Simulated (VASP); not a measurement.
BeTe:

```xyz
2
Lattice="0.0000 2.7883 2.7883 2.7883 0.0000 2.7883 2.7883 2.7883 0.0000" Properties=species:S:1:pos:R:3 pbc="T T T"
Te    4.1825    4.1825    4.1825
Be    0.0000    0.0000    0.0000
```

Base run:

- Program: VASP 6.6.1
- Functional: r2SCAN
- Potentials or basis: VASP PAW PBE potentials, release 64 (Te, Be)
- Cutoff: 520 eV
- k mesh: 8 × 8 × 8
- Occupations: fermi-dirac, width 0.05 eV
- Spin: no spin polarisation

Its results: band gap on the k mesh 2.26 eV, indirect (least direct gap 3.98 eV); pressure 3.0 GPa.

Task: The run is repeated on the same cell with these changes: functional from r2SCAN to PBE. What comes out?

Result: Band gap on the k mesh 1.90 eV, indirect (least direct gap 3.58 eV); pressure 3.0 GPa.

r2SCAN gives the wider gap, since meta-GGAs in the generalised Kohn-Sham scheme recover part of the derivative discontinuity.

Caveats: spin-orbit coupling is left out, which moves the levels of the heavy elements; the PAW data sets were made with another functional, which shifts forces and pressure a little (some runs).

A k mesh can miss the band edges.
